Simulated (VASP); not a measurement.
A run of VASP 6.6.1 is set up as follows.

The input INCAR:

```
SYSTEM = TmI4
ALGO = Normal ; EDIFF = 1E-6
ENCUT = 500 ; GGA = PE
GGA_COMPAT = .False. ; ISIF = 2
ISMEAR = 0 ; LASPH = .True.
LCHARG = .False. ; LMAXMIX = 6
LREAL = .False. ; LWAVE = .False.
NBANDS = 26 ; NELM = 200
PREC = Accurate ; SIGMA = 0.1
```

The input KPOINTS:

```
k-points
0
Gamma
  4 4 4
  0 0 0
```

File POSCAR:

```
TmI4
1.0
    6.3389504269      0.0000000000      0.0000000000
    0.0000000000      6.3389504269      0.0000000000
    0.0000000000      0.0000000000      6.3389504269
Tm I
1 4
Direct
    0.0000000000      0.0000000000      0.0000000000
    0.2599802885      0.2599802885      0.2599802885
    0.7400197115      0.7400197115      0.2599802885
    0.2599802885      0.7400197115      0.7400197115
    0.7400197115      0.2599802885      0.7400197115
```

Potentials or basis: VASP PAW PBE potentials, release 64 (Tm_3, I), 4f in core.

The run is started by

```sh
$ cat potpaw_PBE.64/Tm_3/POTCAR potpaw_PBE.64/I/POTCAR > POTCAR
$ mpirun -np 1 vasp_std > vasp.out
```

**Question.** Predict the pressure.

**Answer.** 0.0 GPa.

**Question.** What does it give for the band gap on the k mesh?

**Answer.** Zero (an odd number of electrons rules out a gap without spin polarisation).

Forces on the atoms (eV/Å):
```
Tm   0.000  0.000  0.000
I   -0.053 -0.053 -0.053
I    0.053  0.053 -0.053
I   -0.053  0.053  0.053
I    0.053 -0.053  0.053
```

Caveat: spin-orbit coupling is left out, which moves the levels of the heavy elements; the 4f electrons are frozen in the core, so they carry no moment and show no levels; an odd number of electrons without spin polarisation forces a metal; a magnetic or distorted state may lie lower; the run has no spin polarisation, though such a crystal can be magnetic. Spin polarisation is off, so any magnetic state and its effect on volume and gap are missing.
